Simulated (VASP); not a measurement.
# MnO in VASP: further runs

MnO is run at these levels: PBE; tasks: single point.

All numbers are computed with VASP 6.6.1; they aren't measurements. Logs are shortened: lines on timing, memory, paths and dates and some standing lists are left out, and cuts for length are marked.

## Step 1: The cell of the first run

Symmetry: Fm-3m, No. 225, cubic system. The conventional cell has a = 4.448 Å, b = 4.448 Å, c = 4.448 Å, α = 90.00°, β = 90.00°, γ = 90.00°. Mn (site symmetry m-3m) has 6 O at 2.22 Å within 2.9 Å. Within 2.9 Å of O (site symmetry m-3m) lie 6 Mn at 2.22 Å.

## Step 2: Single point, PBE, collinear spin, ferromagnetic start

Contents of INCAR:

```
SYSTEM = MnO
PREC     = Accurate       ! precision mode
ENCUT    = 600            ! plane-wave cutoff, eV
EDIFF    = 1E-6           ! SCF threshold, eV
ISMEAR   = -1             ! smearing method
SIGMA    = 0.05           ! smearing width, eV
LREAL    = .FALSE.        ! projectors in reciprocal space
LASPH    = .TRUE.         ! aspherical terms in the spheres
NELM     = 200            ! most SCF steps
ALGO     = Normal         ! electronic algorithm
ISIF     = 2              ! what is computed and relaxed
LWAVE    = .FALSE.        ! write WAVECAR
LCHARG   = .FALSE.        ! write CHGCAR
ISPIN    = 2              ! spin polarisation
MAGMOM   = 4 0            ! initial moments
LORBIT   = 11             ! projections on sites
NUPDOWN  = 4.0            ! fixed moment
LMAXMIX  = 4              ! l up to which the mixer works
GGA      = PE             ! functional
NBANDS   = 22             ! bands
GGA_COMPAT= .FALSE.
```

Contents of KPOINTS:

```
regular mesh
0
G
  9 9 9
  0 0 0
```

Contents of POSCAR:

```
MnO
1.0
    0.0000000000      2.2239077028      2.2239077028
    2.2239077028      0.0000000000      2.2239077028
    2.2239077028      2.2239077028      0.0000000000
Mn O
1 1
Direct
    0.0000000000      0.0000000000      0.0000000000
    0.5000000000      0.5000000000      0.5000000000
```

Potentials or basis: VASP PAW PBE potentials, release 64 (Mn_sv, O).

On the command line:

```
cat potpaw_PBE.64/Mn_sv/POTCAR potpaw_PBE.64/O/POTCAR > POTCAR
mpirun -np 1 vasp_std > vasp.out
```

OUTCAR:

```text
SYSTEM = MnO
   PREC = Accurate
   ENCUT = 600
   EDIFF = 1E-6
   ISMEAR = -1
   LREAL = .FALSE.
   LASPH = .TRUE.
   NELM = 200
   ISIF = 2
   ISPIN = 2
   LORBIT = 11
   NUPDOWN = 4.0
   GGA = PE

 ion  position               nearest neighbor table
   1  0.000  0.000  0.000-   2 2.22   2 2.22   2 2.22   2 2.22   2 2.22   2 2.22
   2  0.500  0.500  0.500-   1 2.22   1 2.22   1 2.22   1 2.22   1 2.22   1 2.22

  LATTYP: Found a face centered cubic cell.
 ALAT       =     4.4478154056

  Lattice vectors:

 A1 = (   0.0000000000,   2.2239077028,   2.2239077028)
 A2 = (   2.2239077028,   0.0000000000,   2.2239077028)
 A3 = (   2.2239077028,   2.2239077028,   0.0000000000)

Analysis of symmetry for initial positions (statically):
=====================================================================
 Subroutine PRICEL returns:
 Original cell was already a primitive cell.

 Routine SETGRP: Setting up the symmetry group for a
 face centered cubic supercell.

 Subroutine GETGRP returns: Found 48 space group operations
 (whereof 48 operations were pure point group operations)
 out of a pool of 48 trial point group operations.

The static configuration has the point symmetry O_h .

Analysis of symmetry for dynamics (positions and initial velocities):
=====================================================================
 Subroutine PRICEL returns:
 Original cell was already a primitive cell.

 Routine SETGRP: Setting up the symmetry group for a
 face centered cubic supercell.

 Subroutine GETGRP returns: Found 48 space group operations
 (whereof 48 operations were pure point group operations)
 out of a pool of 48 trial point group operations.

The dynamic configuration has the point symmetry O_h .

Analysis of structural, dynamic, and magnetic symmetry:
=====================================================================
 Subroutine PRICEL returns:
 Original cell was already a primitive cell.

 Routine SETGRP: Setting up the symmetry group for a
 face centered cubic supercell.

 Subroutine GETGRP returns: Found 48 space group operations
 (whereof 48 operations were pure point group operations)
 out of a pool of 48 trial point group operations.

The overall configuration has the point symmetry O_h .

 Subroutine INISYM returns: Found 48 space group operations
 (whereof 48 operations are pure point group operations),
 and found     1 'primitive' translations

----------------------------------------------------------------------------------------

                                     Primitive cell

  volume of cell :      21.9979

  direct lattice vectors                    reciprocal lattice vectors
     0.000000000  2.223907703  2.223907703    -0.224829474  0.224829474  0.224829474
     2.223907703  0.000000000  2.223907703     0.224829474 -0.224829474  0.224829474
     2.223907703  2.223907703  0.000000000     0.224829474  0.224829474 -0.224829474

  length of vectors
     3.145080435  3.145080435  3.145080435     0.389416073  0.389416073  0.389416073

  position of ions in fractional coordinates (direct lattice)
     0.000000000  0.000000000  0.000000000
     0.500000000  0.500000000  0.500000000

  ion indices of the primitive-cell ions
   primitive index   ion index
                 1           1
                 2           2

----------------------------------------------------------------------------------------

 KPOINTS: regular mesh

Automatic generation of k-mesh.
 Grid dimensions read from file:
 generate k-points for:    9    9    9

 Generating k-lattice:

  Cartesian coordinates                     Fractional coordinates (reciprocal lattice)
    -0.024981053  0.024981053  0.024981053     0.111111111  0.000000000  0.000000000
     0.024981053 -0.024981053  0.024981053     0.000000000  0.111111111  0.000000000
     0.024981053  0.024981053 -0.024981053     0.000000000  0.000000000  0.111111111

  Length of vectors
     0.043268453  0.043268453  0.043268453

  Shift w.r.t. Gamma in fractional coordinates (k-lattice)
     0.000000000  0.000000000  0.000000000

 Subroutine IBZKPT returns following result:
 ===========================================

 Found     35 irreducible k-points:

 Following reciprocal coordinates:
            Coordinates               Weight
  0.000000  0.000000  0.000000      1.000000
  0.111111  0.000000  0.000000      8.000000
  0.222222  0.000000  0.000000      8.000000
  0.333333  0.000000  0.000000      8.000000
  0.444444  0.000000  0.000000      8.000000
  0.111111  0.111111  0.000000      6.000000
[... 16 lines left out ...]
 -0.333333  0.333333  0.000000     12.000000
  0.444444  0.444444  0.000000      6.000000
 [... further k-points ...]
   k-points           NKPTS =     35   k-points in BZ     NKDIM =     35   number of bands    NBANDS=     22
   number of dos      NEDOS =    301   number of ions     NIONS =      2
   total plane-waves  NPLWV =  21952
   dimension x,y,z NGX =    28 NGY =   28 NGZ =   28
[... 86 lines left out ...]
      2     -40.9521      1.00000
      3     -40.9456      1.00000
      4     -40.9456      1.00000
      5     -11.0617      1.00000
      6       4.3931      1.00000
[... 14 lines left out ...]
     21      30.2593      0.00000
     22      33.4964      0.00000

 k-point     3 :       0.2222    0.0000    0.0000
  band No.  band energies     occupation
      1     -72.2142      1.00000
      2     -40.9711      1.00000
      3     -40.9481      1.00000
      4     -40.9481      1.00000
      5     -10.7950      1.00000
      6       2.9566      1.00000
[... 14 lines left out ...]
     21      32.7963      0.00000
     22      35.5098      0.00000
[... 476 lines left out ...]
 k-point    23 :      -0.3333    0.3333    0.0000
  band No.  band energies     occupation
      1     -72.2089      1.00000
      2     -40.9873      1.00000
      3     -40.9858      1.00000
      4     -40.9599      1.00000
      5     -10.1718      1.00000
      6       2.1305      1.00000
[... 14 lines left out ...]
     21      34.8862      0.00000
     22      36.5764      0.00000

 k-point    24 :       0.4444    0.4444    0.0000
  band No.  band energies     occupation
      1     -72.2086      1.00000
      2     -41.0005      1.00000
      3     -40.9678      1.00000
      4     -40.9678      1.00000
      5     -10.2715      1.00000
      6       2.1508      1.00000
[... 14 lines left out ...]
     21      37.2879      0.00000
     22      37.2879      0.00000

 [... further k-points ...]

 spin component 2

 k-point     1 :       0.0000    0.0000    0.0000
  band No.  band energies     occupation
      1     -68.0748      1.00000
      2     -36.8809      1.00000
      3     -36.8809      1.00000
      4     -36.8809      1.00000
      5     -10.9543      1.00000
      6       5.4804      1.00000
[... 14 lines left out ...]
     21      30.8824      0.00000
     22      33.1044      0.00000

 k-point     2 :       0.1111    0.0000    0.0000
  band No.  band energies     occupation
      1     -68.0739      1.00000
      2     -36.8903      1.00000
      3     -36.8821      1.00000
      4     -36.8821      1.00000
      5     -10.8567      1.00000
      6       4.7834      1.00000
[... 14 lines left out ...]
     21      31.9275      0.00000
     22      34.8959      0.00000

 k-point     3 :       0.2222    0.0000    0.0000
  band No.  band energies     occupation
      1     -68.0716      1.00000
      2     -36.9141      1.00000
      3     -36.8850      1.00000
      4     -36.8850      1.00000
      5     -10.5995      1.00000
      6       3.4883      1.00000
[... 14 lines left out ...]
     21      34.0362      0.00000
     22      36.7202      0.00000
[... 476 lines left out ...]
 k-point    23 :      -0.3333    0.3333    0.0000
  band No.  band energies     occupation
      1     -68.0652      1.00000
      2     -36.9339      1.00000
      3     -36.9314      1.00000
      4     -36.8992      1.00000
      5      -9.9943      1.00000
      6       2.7326      1.00000
[... 14 lines left out ...]
     21      35.7567      0.00000
     22      37.5173      0.00000

 k-point    24 :       0.4444    0.4444    0.0000
  band No.  band energies     occupation
      1     -68.0649      1.00000
      2     -36.9496      1.00000
      3     -36.9091      1.00000
      4     -36.9091      1.00000
      5     -10.0835      1.00000
      6       2.5005      1.00000
[... 14 lines left out ...]
     21      37.4574      0.00000
     22      37.4574      0.00000

 [... further k-points ...]

------------------------ aborting loop because EDIFF is reached ----------------------------------------

  FORCE on cell =-STRESS in cart. coord.  units (eV):
  Direction    XX          YY          ZZ          XY          YZ          ZX
  --------------------------------------------------------------------------------------
  -------------------------------------------------------------------------------------
  Total       -1.9907648     -1.9907648     -1.9907648     -0.0000000      0.0000000      0.0000000
  in kB     -144.9940760   -144.9940760   -144.9940760     -0.0000000      0.0000000      0.0000000
  external PRESSURE =    -144.9940760 kB  Pullay stress =       0.0000000 kB

 VOLUME and BASIS-vectors are now :
 -----------------------------------------------------------------------------
  energy-cutoff  :      600.00
  volume of cell :       22.00
      direct lattice vectors                 reciprocal lattice vectors
     0.000000000  2.223907703  2.223907703    -0.224829474  0.224829474  0.224829474
     2.223907703  0.000000000  2.223907703     0.224829474 -0.224829474  0.224829474
     2.223907703  2.223907703  0.000000000     0.224829474  0.224829474 -0.224829474

 POSITION                                       TOTAL-FORCE (eV/Angst)
 -----------------------------------------------------------------------------------
      0.00000      0.00000      0.00000         0.000000      0.000000     -0.000000
      2.22391      2.22391      2.22391        -0.000000     -0.000000      0.000000
 -----------------------------------------------------------------------------------
    total drift:                                0.000000      0.000000      0.000000

  FREE ENERGIE OF THE ION-ELECTRON SYSTEM (eV)
  ---------------------------------------------------
  free  energy   TOTEN  =       -16.2723240127 eV

  energy  without entropy=      -16.2603840282  energy(sigma->0) =      -16.26635402

 total charge

# of ion       s       p       d       tot
------------------------------------------
    1        2.110   6.008   4.696  12.814
    2        1.560   3.381   0.000   4.941
--------------------------------------------------
tot          3.670   9.388   4.696  17.755

 magnetization (x)

# of ion       s       p       d       tot
------------------------------------------
    1        0.021   0.011   3.586   3.618
    2        0.025   0.049   0.000   0.075
--------------------------------------------------
tot          0.047   0.061   3.586   3.693
```

It took 31 s on 1 thread of Intel Xeon Platinum 8559C (Emerald Rapids), shared host; peak memory 0.18 GiB.

What came out:

```yaml
Free_energy: -16.2723 eV
Pressure: -14.5 GPa
Net_moment: 4.00 μB per cell
Site_moments: Mn +3.62; O +0.07 μB
Valence_electrons_inside_the_program's_atomic_spheres: Mn 12.81; O 4.94
```

Caveat: the total moment is fixed, so each spin has its own Fermi level; a cell with one magnetic atom can't hold antiferromagnetic order, which such compounds often take.

## Step 3: Single point, PBE, collinear spin, ferromagnetic start

Contents of INCAR:

```
SYSTEM = MnO
ALGO = Normal ; EDIFF = 1E-6
ENCUT = 600 ; GGA = PE
GGA_COMPAT = .False. ; ISIF = 2
ISMEAR = -1 ; ISPIN = 2
LASPH = .True. ; LCHARG = .False.
LMAXMIX = 4 ; LORBIT = 11
LREAL = .False. ; LWAVE = .False.
MAGMOM = 5 0 ; NBANDS = 22
NELM = 200 ; NUPDOWN = 5.0
PREC = Accurate ; SIGMA = 0.05
```

Contents of KPOINTS:

```
k-points
0
Gamma
  9 9 9
  0 0 0
```

POSCAR is that of step 2.

Potentials or basis: VASP PAW PBE potentials, release 64 (Mn_sv, O).

On the command line:

```
cat potpaw_PBE.64/Mn_sv/POTCAR potpaw_PBE.64/O/POTCAR > POTCAR
mpirun -np 1 vasp_std > vasp.out
```

Wall time 1.7 min (1 thread of Intel Xeon Platinum 8259CL at 2.50GHz (Skylake/Cascade Lake), shared host); peak memory 0.18 GiB.

Results (log left out):

* Free energy: -16.4347 eV
* Pressure: 3.1 GPa
* Net moment: 5.00 μB per cell
* Site moments: Mn +4.30; O +0.24 μB
* Valence electrons inside the program's atomic spheres: Mn 12.81; O 4.99

Caveat: the total moment is fixed, so each spin has its own Fermi level; a cell with one magnetic atom can't hold antiferromagnetic order, which such compounds often take.

## Step 4: Single point, PBE, collinear spin, ferromagnetic start

Contents of INCAR:

```
PREC     = Accurate       # precision mode
ENCUT    = 520            # plane-wave cutoff, eV
EDIFF    = 1E-6           # SCF threshold, eV
ISMEAR   = -1             # smearing method
SIGMA    = 0.05           # smearing width, eV
LREAL    = False          # projectors in reciprocal space
LASPH    = True           # aspherical terms in the spheres
NELM     = 150            # most SCF steps
ALGO     = Normal         # electronic algorithm
ISIF     = 2              # what is computed and relaxed
LWAVE    = False          # write WAVECAR
LCHARG   = False          # write CHGCAR
ISPIN    = 2              # spin polarisation
MAGMOM   = 4 0            # initial moments
LORBIT   = 11             # projections on sites
LMAXMIX  = 4              # l up to which the mixer works
GGA      = PE             # functional
NBANDS   = 20             # bands
```

Contents of KPOINTS:

```
regular mesh
0
Gamma
  9 9 9
```

POSCAR is that of step 3.

Potentials or basis: VASP PAW PBE potentials, release 64 (Mn_pv, O).

On the command line:

```
cat potpaw_PBE.64/Mn_pv/POTCAR potpaw_PBE.64/O/POTCAR > POTCAR
mpirun -np 1 vasp_std > vasp.out
```

Run time: 12 s. Hardware: 1 thread of Intel Xeon 6975P-C (Granite Rapids), shared host; peak memory 0.16 GiB.

It converged, with:

```
Free energy                                           : -16.4086 eV
Pressure                                              : -0.4 GPa
Net moment                                            : 4.76 μB per cell
Site moments                                          : Mn +4.33; O +0.20 μB
Valence electrons inside the program's atomic spheres : Mn 11.35; O 4.97
```

Levels at points of the mesh, in eV from the Fermi level:
Spin up:
| k point | band 9 | band 10 | band 11 | band 12 | band 13 | band 14 | band 15 | band 16 |
| --- | --- | --- | --- | --- | --- | --- | --- | --- |
| (0.00, 0.00, 0.00) | -3.23 | -3.23 | -2.70 | -2.70 | -0.54 | 13.96 | 16.31 | 16.31 |
Spin down:
| k point | band 4 | band 5 | band 6 | band 7 | band 8 | band 9 | band 10 | band 11 |
| --- | --- | --- | --- | --- | --- | --- | --- | --- |
| (0.00, 0.00, 0.00) | -19.84 | -3.38 | -3.38 | -3.38 | 0.73 | 0.73 | 0.73 | 0.77 |

Caveat: a cell with one magnetic atom can't hold antiferromagnetic order, which such compounds often take; semilocal functionals often make such compounds metallic where correlation or magnetic order opens a gap, which also shifts bond lengths.

## Step 5: Single point, PBE, collinear spin, ferromagnetic start

This run uses another cell than the first one, of 10.14 Å³/atom, 0.922 times its volume.

Contents of INCAR:

```
SYSTEM = MnO
ALGO = Normal
EDIFF = 1E-6
ENCUT = 520
GGA = PE
ISIF = 2
ISMEAR = -1
ISPIN = 2
LASPH = .True.
LCHARG = .False.
LMAXMIX = 4
LORBIT = 11
LREAL = .False.
LWAVE = .False.
MAGMOM = 4 0
NBANDS = 20
NELM = 150
PREC = Accurate
SIGMA = 0.05
```

Contents of KPOINTS:

```
k-points
0
Gamma
  9 9 9
  0 0 0
```

Contents of POSCAR:

```
MnO
1.0
    0.0000000000      2.1349513947      2.2239077028
    2.1349513947      0.0000000000      2.2239077028
    2.1349513947      2.1349513947      0.0000000000
Mn O
1 1
Direct
    0.0000000000      0.0000000000      0.0000000000
    0.5000000000      0.5000000000      0.5000000000
```

On the command line:

```
cat potpaw_PBE.64/Mn_pv/POTCAR potpaw_PBE.64/O/POTCAR > POTCAR
mpirun -np 1 vasp_std > vasp.out
```

Run time: 24 s. Hardware: 1 thread of Intel Xeon 6975P-C (Granite Rapids), shared host; peak memory 0.17 GiB.

It converged, with:

```
Free energy                                           : -16.3519 eV
Pressure                                              : 10.8 GPa
Net moment                                            : 4.55 μB per cell
Site moments                                          : Mn +4.16; O +0.19 μB
Valence electrons inside the program's atomic spheres : Mn 11.45; O 5.01
```

Stress tensor (GPa, compression positive):
```
11.15  0.00  0.00
 0.00 11.15  0.00
 0.00  0.00 10.21
```

Levels at points of the mesh, in eV from the Fermi level:
Spin up:
| k point | band 9 | band 10 | band 11 | band 12 | band 13 | band 14 | band 15 | band 16 |
| --- | --- | --- | --- | --- | --- | --- | --- | --- |
| (0.00, 0.00, 0.00) | -3.30 | -3.30 | -2.89 | -2.70 | -0.16 | 14.16 | 16.96 | 16.96 |
Spin down:
| k point | band 5 | band 6 | band 7 | band 8 | band 9 | band 10 |
| --- | --- | --- | --- | --- | --- | --- |
| (0.00, 0.00, 0.00) | -3.90 | -3.90 | -3.76 | 0.22 | 0.49 | 0.49 |

Caveat: a cell with one magnetic atom can't hold antiferromagnetic order, which such compounds often take; semilocal functionals often make such compounds metallic where correlation or magnetic order opens a gap, which also shifts bond lengths. With open d or f shells a metallic result of PBE can be an artefact of self-interaction; +U or a hybrid may open a gap.

## Step 6: Overview

| potentials or basis | fixed moment (μB) | cell | cutoff (eV) | second run | gap on the mesh (eV) | pressure (GPa) | moment (μB) |
| --- | --- | --- | --- | --- | --- | --- | --- |
| VASP PAW PBE potentials, release 64 (Mn_sv, O) | 4.0 | a = 3.145 Å, angles 60.0°, 2 atoms | 600 | valence_matched | - | -14.5 | 4.00 |
| VASP PAW PBE potentials, release 64 (Mn_sv, O) | 5.0 | a = 3.145 Å, angles 60.0°, 2 atoms | 600 | valence_matched | - | 3.1 | 5.00 |
| VASP PAW PBE potentials, release 64 (Mn_pv, O) | - | a = 3.145 Å, angles 60.0°, 2 atoms | 520 | - | none | -0.4 | 4.76 |
| VASP PAW PBE potentials, release 64 (Mn_pv, O) | - | a = 3.083, b = 3.083, c = 3.019 Å, angles 60.7, 60.7, 58.6°, 2 atoms | 520 | - | none | 10.8 | 4.55 |

Alike in all rows: task single point; level PBE; spin collinear, ferromagnetic start; k mesh 9 × 9 × 9; smearing fermi-dirac 0.05 eV.

Caveats: a cell with one magnetic atom can't hold antiferromagnetic order, which such compounds often take; the total moment is fixed, so each spin has its own Fermi level (some runs); semilocal functionals often make such compounds metallic where correlation or magnetic order opens a gap, which also shifts bond lengths (some runs).

Absolute energies hang on the potentials; compare differences alone.
